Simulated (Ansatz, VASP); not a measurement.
**Two plane-wave programs on W2Cl3**

Contents of INCAR:

```
SYSTEM = W2Cl3
PREC = Accurate
ENCUT = 500
EDIFF = 1E-6
ISMEAR = 0
SIGMA = 0.1
LREAL = .FALSE.
LASPH = .TRUE.
NELM = 200
ALGO = Normal
ISIF = 2
LWAVE = .FALSE.
LCHARG = .TRUE.
ISPIN = 2
MAGMOM = -0.17 -0.17 -0.17 0.36 -0.01 -0.01 -0.01 -0.01 -0.01 -0.01
LORBIT = 11
LMAXMIX = 4
GGA = PE
LELF = .TRUE.
LVHAR = .TRUE.
NBANDS = 64
GGA_COMPAT = .FALSE.
```

KPOINTS

```
Automatic mesh
0
G
  3 3 4
  0 0 0
```

The input POSCAR:

```
W2Cl3
1.0
    6.9391182981      0.0000000000      0.0000000000
   -3.4695591491      6.0094527260      0.0000000000
    0.0000000000      0.0000000000      7.4398084143
W Cl
4 6
Direct
    0.7969996918      0.2030003082      0.0000000000
    0.7969996918      0.5939993837      0.0000000000
    0.4060006163      0.2030003082      0.0000000000
    0.0000000000      0.0000000000      0.0000000000
    0.5011362729      0.4988637271      0.7804918164
    0.5011362729      0.0022725457      0.7804918164
    0.9977274543      0.4988637271      0.7804918164
    0.5011362729      0.4988637271      0.2195081836
    0.5011362729      0.0022725457      0.2195081836
    0.9977274543      0.4988637271      0.2195081836
```

Input for Ansatz:

```yaml
crystal:
  lattice:
    - [6.9391182981, 0.0, 0.0]
    - [-3.4695591491, 6.009452726, 0.0]
    - [0.0, 0.0, 7.4398084143]
  atoms:
    - { symbol: W, position: [0.7969996918, 0.2030003082, 0.0] }
    - { symbol: W, position: [0.7969996918, 0.5939993837, 0.0] }
    - { symbol: W, position: [0.4060006163, 0.2030003082, 0.0] }
    - { symbol: W, position: [0.0, 0.0, 0.0] }
    - { symbol: Cl, position: [0.5011362729, 0.4988637271, 0.7804918164] }
    - { symbol: Cl, position: [0.5011362729, 0.0022725457, 0.7804918164] }
    - { symbol: Cl, position: [0.9977274543, 0.4988637271, 0.7804918164] }
    - { symbol: Cl, position: [0.5011362729, 0.4988637271, 0.2195081836] }
    - { symbol: Cl, position: [0.5011362729, 0.0022725457, 0.2195081836] }
    - { symbol: Cl, position: [0.9977274543, 0.4988637271, 0.2195081836] }
basis:
  ecutwfc: 420
kpoints:
  mp_grid: { grid: [3, 3, 4] }
hamiltonian:
  xc: pbe
scf:
  occupations: { method: gaussian, width: 0.1 }
  lower_state_search: "off"
output:
  forces: true
  stress: true
  eigenvalues: true
  populations: true
magnetization:
  spin_polarized: true
```

Alike in both runs: task single point; functional PBE; k mesh 3 × 3 × 4; occupations gaussian, width 0.1 eV; collinear spin.

|  | VASP | Ansatz |
| --- | --- | --- |
| version | VASP 6.6.1 | Ansatz 0.2.0 |
| potentials or method | VASP PAW PBE potentials, release 64 (W_sv, Cl), cutoff 500 eV | scalar-relativistic, plane waves, PAW |
| valence electrons in the cell | 98 | 98 |

VASP gave:

- gap on the k mesh at the Fermi level (eV): none
- pressure (GPa): 0.2
- traceless stress, the component that is largest in VASP (GPa): -0.19
- rms of the force components (eV/Å): 0.011
- net moment per atom (μB): 0.00
- size of the moment on the site where the two differ most (μB): 0.00

Q: Which values does Ansatz return?

A: gap on the k mesh at the Fermi level (eV): none; pressure (GPa): 0.2; traceless stress, the component that is largest in VASP (GPa): -0.02; rms of the force components (eV/Å): 0.037; net moment per atom (μB): 0.02; size of the moment on the site where the two differ most (μB): 0.33.

Site moments also hang on the region over which each program counts them. Atom by atom the forces differ by 0.038 eV/Å (rms over components). A gap of «none» marks a metal or a gap that the smearing closes. With one functional, cell and mesh, what is left measures potentials, basis and numerics. Ansatz's warnings: no starting moments.

Neither program's run includes spin-orbit coupling.
